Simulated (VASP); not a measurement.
# Ge (P6/mmm) in VASP: notebook

The runs below take Ge through single point, relaxation of cell and atoms, with PBEsol.

Everything below comes from runs of VASP 6.6.1. Logs are shortened: lines on timing, memory, paths and dates and some standing lists are left out, and cuts for length are marked.

## 1. The cell of the first run

Symmetry: P6/mmm, No. 191, hexagonal system. Conventional cell: a = 3.734 Å, b = 3.734 Å, c = 2.232 Å, α = 90.00°, β = 90.00°, γ = 120.00°. Ge (site symmetry 6/mmm) has 14 Ge at 2.23 to 2.43 Å within 3.0 Å. Within 2.9 Å of Ge (site symmetry -6m2) lie 11 Ge at 2.16 to 2.43 Å.

## 2. Single point, PBEsol

The input, INCAR:

```
  PREC = Accurate
  ENCUT = 520
  EDIFF = 1E-7
  ISMEAR = -1
  SIGMA = 0.05
  LREAL = False
  LASPH = True
  NELM = 80
  ALGO = Normal
  ISIF = 2
  LWAVE = False
  LCHARG = True
  GGA = PS
  LELF = True
  LVHAR = True
  NBANDS = 28
```

The input, KPOINTS:

```
Automatic mesh
0
Gamma
  10 10 13
```

The input, POSCAR:

```
Ge
1.0
    3.7343886249      0.0000000000      0.0000000000
   -1.8671943125      3.2340754168      0.0000000000
    0.0000000000      0.0000000000      2.2322137232
Ge
3
Direct
    0.0000000000      0.0000000000      0.0000000000
    0.3333333333      0.6666666667      0.5000000000
    0.6666666667      0.3333333333      0.5000000000
```

Potentials or basis: VASP PAW PBE potentials, release 64 (Ge_d).

Run with:

```
$ cat potpaw_PBE.64/Ge_d/POTCAR > POTCAR
$ mpirun -np 1 vasp_std > vasp.out
```

OUTCAR:

```text
PREC = Accurate
   ENCUT = 520
   EDIFF = 1E-7
   ISMEAR = -1
   LREAL = False
   LASPH = True
   NELM = 80
   ISIF = 2
   GGA = PS

 ion  position               nearest neighbor table
   1  0.000  0.000  0.000-   2 2.43   3 2.43   2 2.43   3 2.43   3 2.43   3 2.43   2 2.43   2 2.43
                             3 2.43   3 2.43   2 2.43   2 2.43
   2  0.333  0.667  0.500-   3 2.16   3 2.16   3 2.16   1 2.43   1 2.43   1 2.43   1 2.43   1 2.43
                             1 2.43
   3  0.667  0.333  0.500-   2 2.16   2 2.16   2 2.16   1 2.43   1 2.43   1 2.43   1 2.43   1 2.43
                             1 2.43

  LATTYP: Found a hexagonal cell.
 ALAT       =     3.7343886249
 C/A-ratio  =     0.5977454270

  Lattice vectors:

 A1 = (   3.7343886249,   0.0000000000,   0.0000000000)
 A2 = (  -1.8671943125,   3.2340754168,   0.0000000000)
 A3 = (   0.0000000000,   0.0000000000,   2.2322137232)

Analysis of symmetry for initial positions (statically):
=====================================================================
 Subroutine PRICEL returns:
 Original cell was already a primitive cell.

 Routine SETGRP: Setting up the symmetry group for a
 hexagonal supercell.

 Subroutine GETGRP returns: Found 24 space group operations
 (whereof 24 operations were pure point group operations)
 out of a pool of 24 trial point group operations.

The static configuration has the point symmetry D_6h.

Analysis of symmetry for dynamics (positions and initial velocities):
=====================================================================
 Subroutine PRICEL returns:
 Original cell was already a primitive cell.

 Routine SETGRP: Setting up the symmetry group for a
 hexagonal supercell.

 Subroutine GETGRP returns: Found 24 space group operations
 (whereof 24 operations were pure point group operations)
 out of a pool of 24 trial point group operations.

The dynamic configuration has the point symmetry D_6h.

 Subroutine INISYM returns: Found 24 space group operations
 (whereof 24 operations are pure point group operations),
 and found     1 'primitive' translations

----------------------------------------------------------------------------------------

                                     Primitive cell

  volume of cell :      26.9591

  direct lattice vectors                    reciprocal lattice vectors
     3.734388625  0.000000000  0.000000000     0.267781450  0.154603692  0.000000000
    -1.867194312  3.234075417  0.000000000     0.000000000  0.309207384  0.000000000
     0.000000000  0.000000000  2.232213723     0.000000000  0.000000000  0.447985777

  length of vectors
     3.734388625  3.734388625  2.232213723     0.309207384  0.309207384  0.447985777

  position of ions in fractional coordinates (direct lattice)
     0.000000000  0.000000000  0.000000000
     0.333333333  0.666666667  0.500000000
     0.666666667  0.333333333  0.500000000

  ion indices of the primitive-cell ions
   primitive index   ion index
                 1           1
                 2           2
                 3           3

----------------------------------------------------------------------------------------

 KPOINTS: Automatic mesh

Automatic generation of k-mesh.
 Grid dimensions read from file:
 generate k-points for:   10   10   13

 Generating k-lattice:

  Cartesian coordinates                     Fractional coordinates (reciprocal lattice)
     0.026778145  0.015460369  0.000000000     0.100000000  0.000000000  0.000000000
     0.000000000  0.030920738  0.000000000     0.000000000  0.100000000  0.000000000
     0.000000000  0.000000000  0.034460444     0.000000000  0.000000000  0.076923077

  Length of vectors
     0.030920738  0.030920738  0.034460444

  Shift w.r.t. Gamma in fractional coordinates (k-lattice)
     0.000000000  0.000000000  0.000000000

 Subroutine IBZKPT returns following result:
 ===========================================

 Found     98 irreducible k-points:

 Following reciprocal coordinates:
            Coordinates               Weight
  0.000000  0.000000  0.000000      1.000000
  0.100000  0.000000  0.000000      6.000000
  0.200000  0.000000  0.000000      6.000000
  0.300000  0.000000  0.000000      6.000000
  0.400000  0.000000  0.000000      6.000000
  0.500000  0.000000  0.000000      3.000000
[... 16 lines left out ...]
  0.300000  0.100000  0.076923     24.000000
  0.400000  0.100000  0.076923     24.000000
 [... further k-points ...]
   k-points           NKPTS =     98   k-points in BZ     NKDIM =     98   number of bands    NBANDS=     28
   number of dos      NEDOS =    301   number of ions     NIONS =      3
   total plane-waves  NPLWV =  14112
   dimension x,y,z NGX =    28 NGY =   28 NGZ =   18
   dimension x,y,z NGXF=    56 NGYF=   56 NGZF=   36
   ions per type =               3
   NGX,Y,Z   is equivalent  to a cutoff of  12.46, 12.46, 13.41 a.u.
   NGXF,Y,Z  is equivalent  to a cutoff of  24.93, 24.93, 26.81 a.u.
 SYSTEM =  unknown system
   PREC   = accura    normal or accurate (medium, high low for compatibility)
   ISTART =      0    job   : 0-new  1-cont  2-samecut
   ICHARG =      2    charge: 1-file 2-atom 10-const
   ISPIN  =      1    spin polarized calculation?
   LNONCOLLINEAR =      F non collinear calculations
   LSORBIT =      F    spin-orbit coupling
   LASPH  =      T    aspherical Exc in radial PAW
   ENCUT  =  520.0 eV  38.22 Ry    6.18 a.u.   6.94  6.94  4.15*2*pi/ulx,y,z
   NELM   =     80;   NELMIN=  2; NELMDL= -5     # of ELM steps
   EDIFF  = 0.1E-06   stopping-criterion for ELM
   LREAL  =      F    real-space projection
   EDIFFG = 0.1E-05   stopping-criterion for IOM
   NSW    =      0    number of steps for IOM
   IBRION =     -1    ionic relax: 0-MD 1-quasi-New 2-CG
   NFREE  =      0    steps in history (QN), initial steepest desc. (CG)
   ISIF   =      2    stress and relaxation
   ISYM   =      2    0-nonsym 1-usesym 2-fastsym
   POTIM  = 0.5000    time-step for ionic-motion
   TEBEG  =    0.0;   TEEND  =   0.0 temperature during run
   PSTRESS=    0.0 pullay stress
   NELECT =      42.0000    total number of electrons
   NUPDOWN=      -1.0000    fix difference up-down
   EMIN   =  10.00;   EMAX   =-10.00  energy-range for DOS
   EFERMI =   0.00;   METHOD = LEGACY
   ISMEAR =    -1;   SIGMA  =   0.05  broadening in eV -4-tet -1-fermi 0-gaus
   EFERMI_NEDOS =   21; number of points for ismear=-14 and -15
   IALGO  =     38    algorithm
   IMIX   =      4    mixing-type and parameters
     AMIX     =   0.40;   BMIX     =  1.00
     AMIX_MAG =   1.60;   BMIX_MAG =  1.00
  volume/ion in A,a.u.               =       8.99        60.64
  Fermi-wavevector in a.u.,A,eV,Ry     =   1.897825  3.586369 49.004634  3.601739
  Thomas-Fermi vector in A             =   2.937528
   LORBIT       =      0    0 simple, 1 ext, 2 COOP (PROOUT), +10 PAW based schemes
   GGA     = PS    functional components
   LHFCALC =     F    Hartree Fock is set to
   AEXX    =    0.0000 exact exchange contribution
   IVDW    =     0    specifies the selected vdW correction
   LEPSILON=     F    determine dielectric tensor
   LRPA    =     F    only Hartree local field effects (RPA)
 non-spin polarized calculation
  energy-cutoff  :      520.00
  volume of cell :       26.96
 maximum number of plane-waves:       739
 NGX is ok and might be reduce to    28

 number of electron      41.9999994 magnetization

 Free energy of the ion-electron system (eV)
  ---------------------------------------------------
  ext. energy  EPLUGINS =         0.00000000
  ---------------------------------------------------
  free energy    TOTEN  =        -1.69711551 eV

  energy without entropy =       -1.69244981  energy(sigma->0) =       -1.69478266

 E-fermi :  18.2138     XC(G=0): -15.7745

 val. band max:       18.2028378435   @ k =   0.2000   0.1000   0.0000
 cond. band min:      18.3327078616   @ k =   0.3000   0.3000   0.0000
 fundamental gap:      0.1298700181
 Fermi energy:        18.2138399359

 k-point     1 :       0.0000    0.0000    0.0000
  band No.  band energies     occupation
      1      -8.6976      2.00000
      2      -8.2213      2.00000
      3      -8.1261      2.00000
      4      -8.0555      2.00000
      5      -8.0555      2.00000
      6      -7.8588      2.00000
[... 20 lines left out ...]
     27      38.1558      0.00000
     28      39.1883      0.00000

 k-point     2 :       0.1000    0.0000    0.0000
  band No.  band energies     occupation
      1      -8.6827      2.00000
      2      -8.2361      2.00000
      3      -8.1682      2.00000
      4      -8.1161      2.00000
      5      -8.0834      2.00000
      6      -7.9055      2.00000
[... 20 lines left out ...]
     27      37.6099      0.00000
     28      38.1976      0.00000

 k-point     3 :       0.2000    0.0000    0.0000
  band No.  band energies     occupation
      1      -8.6405      2.00000
      2      -8.3154      2.00000
      3      -8.2318      2.00000
      4      -8.2082      2.00000
      5      -8.1337      2.00000
      6      -7.9333      2.00000
[... 20 lines left out ...]
     27      35.2023      0.00000
     28      36.5616      0.00000

 k-point     4 :       0.3000    0.0000    0.0000
  band No.  band energies     occupation
      1      -8.5782      2.00000
      2      -8.4338      2.00000
      3      -8.2824      2.00000
      4      -8.2769      2.00000
      5      -8.1670      2.00000
      6      -7.9611      2.00000
[... 20 lines left out ...]
     27      32.9392      0.00000
     28      35.0314      0.00000

 k-point     5 :       0.4000    0.0000    0.0000
  band No.  band energies     occupation
      1      -8.5270      2.00000
      2      -8.4997      2.00000
      3      -8.3434      2.00000
      4      -8.3162      2.00000
      5      -8.1860      2.00000
      6      -7.9836      2.00000
[... 20 lines left out ...]
     27      31.3642      0.00000
     28      33.5387      0.00000

 k-point     6 :       0.5000    0.0000    0.0000
  band No.  band energies     occupation
      1      -8.5552      2.00000
      2      -8.4462      2.00000
      3      -8.3955      2.00000
      4      -8.3286      2.00000
      5      -8.1923      2.00000
      6      -7.9922      2.00000
[... 463 lines left out ...]
      5      -8.0907      2.00000
      6      -7.9589      2.00000
[... 20 lines left out ...]
     27      33.3073      0.00000
     28      35.0929      0.00000

 k-point    22 :       0.2000    0.1000    0.0769
  band No.  band energies     occupation
      1      -8.5554      2.00000
      2      -8.3701      2.00000
      3      -8.2852      2.00000
      4      -8.1968      2.00000
      5      -8.1210      2.00000
      6      -7.9806      2.00000
[... 20 lines left out ...]
     27      32.7418      0.00000
     28      33.6557      0.00000

 k-point    23 :       0.3000    0.1000    0.0769
  band No.  band energies     occupation
      1      -8.4989      2.00000
      2      -8.4611      2.00000
      3      -8.3310      2.00000
      4      -8.2478      2.00000
      5      -8.1393      2.00000
      6      -8.0031      2.00000
[... 20 lines left out ...]
     27      31.8231      0.00000
     28      34.0739      0.00000

 k-point    24 :       0.4000    0.1000    0.0769
  band No.  band energies     occupation
      1      -8.5296      2.00000
      2      -8.4214      2.00000
      3      -8.3608      2.00000
      4      -8.2970      2.00000
      5      -8.1477      2.00000
      6      -8.0178      2.00000
[... 20 lines left out ...]
     27      31.4092      0.00000
     28      32.9380      0.00000

 [... further k-points ...]
[... 5 lines left out ...]
  --------------------------------------------------------------------------------------
  -------------------------------------------------------------------------------------
  Total       45.7256073     45.7256073     45.7049534     -0.0000000      0.0000000     -0.0000000
  in kB     2717.4692344   2717.4692344   2716.2417769     -0.0000000      0.0000000     -0.0000000
  external PRESSURE =    2717.0600819 kB  Pullay stress =       0.0000000 kB

 VOLUME and BASIS-vectors are now :
 -----------------------------------------------------------------------------
  energy-cutoff  :      520.00
  volume of cell :       26.96
      direct lattice vectors                 reciprocal lattice vectors
     3.734388625  0.000000000  0.000000000     0.267781450  0.154603692  0.000000000
    -1.867194312  3.234075417  0.000000000     0.000000000  0.309207384  0.000000000
     0.000000000  0.000000000  2.232213723     0.000000000  0.000000000  0.447985777

 POSITION                                       TOTAL-FORCE (eV/Angst)
 -----------------------------------------------------------------------------------
      0.00000      0.00000      0.00000         0.000000     -0.000000      0.000000
     -0.00000      2.15605      1.11611        -0.000000     -0.000000      0.000000
      1.86719      1.07803      1.11611         0.000000      0.000000     -0.000000
 -----------------------------------------------------------------------------------
    total drift:                                0.000000      0.000000     -0.000000

  FREE ENERGIE OF THE ION-ELECTRON SYSTEM (eV)
  ---------------------------------------------------
  free  energy   TOTEN  =        -1.6971155050 eV

  energy  without entropy=       -1.6924498117  energy(sigma->0) =       -1.69478266
```

Run time: 38 s. Hardware: 1 thread of AMD EPYC 9R45 (Zen 5), shared host; peak memory 0.15 GiB.

Results:

```
Free energy            : -1.6971 eV
Pressure               : 271.7 GPa
Band gap on the k mesh : zero (band 21 reaches 22.36 eV, above the bottom of band 22 at 12.29 eV)
```

Caveat: the PAW data sets were made with another functional, which shifts forces and pressure a little.

## 3. Relaxation of cell and atoms, PBEsol, target pressure 270 GPa, at which the enthalpy is minimised

This run uses another cell than the first one: it holds 1 atom, not 3.

The input, INCAR:

```
SYSTEM = Ge
PREC = Accurate
ENCUT = 600
EDIFF = 1E-6
ISMEAR = -1
SIGMA = 0.05
LREAL = .FALSE.
LASPH = .TRUE.
NELM = 60
ALGO = Normal
ISIF = 3
LWAVE = .FALSE.
LCHARG = .FALSE.
GGA = PS
IBRION = 2
NSW = 60
EDIFFG = -0.005
PSTRESS = 2700.0
```

The input, KPOINTS:

```
Automatic mesh
0
G
  19 19 18
  0 0 0
```

The input, POSCAR:

```
Ge
1.0
    2.2305606643      0.0000000000      0.0000000000
   -1.1152803322      1.9317222000      0.0000000000
    0.0000000000      0.0000000000      2.0967270245
Ge
1
Direct
    0.0000000000      0.0000000000      0.0000000000
```

Potentials or basis: VASP PAW PBE potentials, release 64 (Ge_d).

Run with:

```
$ cat potpaw_PBE.64/Ge_d/POTCAR > POTCAR
$ mpirun -np 1 vasp_std > vasp.out
```

Run time: 92 s. Hardware: 1 thread of AMD EPYC 9R45 (Zen 5), shared host; peak memory 0.14 GiB.

Results (log left out):

```yaml
Free_energy: -0.6882 eV
Relaxed_volume: 9.15 Å³/atom
Relaxed_cell: a = 2.244 Å, b = 2.244 Å, c = 2.097 Å, α = 90.00°, β = 90.00°, γ = 120.00°
Space_group_after_relaxing_to_0.05_Å: P6/mmm (No. 191)
Energy_change_on_relaxing_the_enthalpy_is_what_falls: -193.9 meV/atom
Ionic_steps: 8
Pressure_after_relaxing: 270.0 GPa
Band_gap_on_the_k_mesh: zero (band 7 reaches 29.31 eV, above the bottom of band 8 at 10.90 eV)
```

Stress tensor (GPa, compression positive):
```
270.07   0.00   0.00
  0.00 270.07   0.00
  0.00   0.00 269.97
```

The path:
```csv
step,energy change (eV),largest force (eV/Å),pressure (GPa),volume (Å³)
1,0.0000,0.0000,282.32,9.03
2,-1.3747,0.0000,194.83,9.97
3,-0.2108,0.0000,269.22,9.16
4,-0.2067,0.0000,269.14,9.15
5,-0.1044,0.0000,274.74,9.09
6,-0.2018,0.0000,270.18,9.15
7,-0.1771,0.0000,271.08,9.14
8,-0.1939,0.0000,270.03,9.15
```

Final structure:
```xyz
1
Lattice="2.2440 0.0000 0.0000 -1.1220 1.9434 0.0000 0.0000 0.0000 2.0973" Properties=species:S:1:pos:R:3 pbc="T T T"
Ge    0.0000    0.0000    0.0000
```

Levels at points of the mesh, in eV from the Fermi level:
```csv
k point,band 4,band 5,band 6,band 7,band 8,band 9,band 10,band 11
"(0.00, 0.00, 0.00)",-25.89,-25.89,-22.31,10.78,14.30,15.72,15.72,17.32
"(0.00, 0.00, 0.50)",-26.38,-26.38,-13.08,-13.01,22.72,23.61,24.76,24.76
```

Caveat: the cell is relaxed towards a set pressure, so the enthalpy falls and the energy may rise; the PAW data sets were made with another functional, which shifts forces and pressure a little.
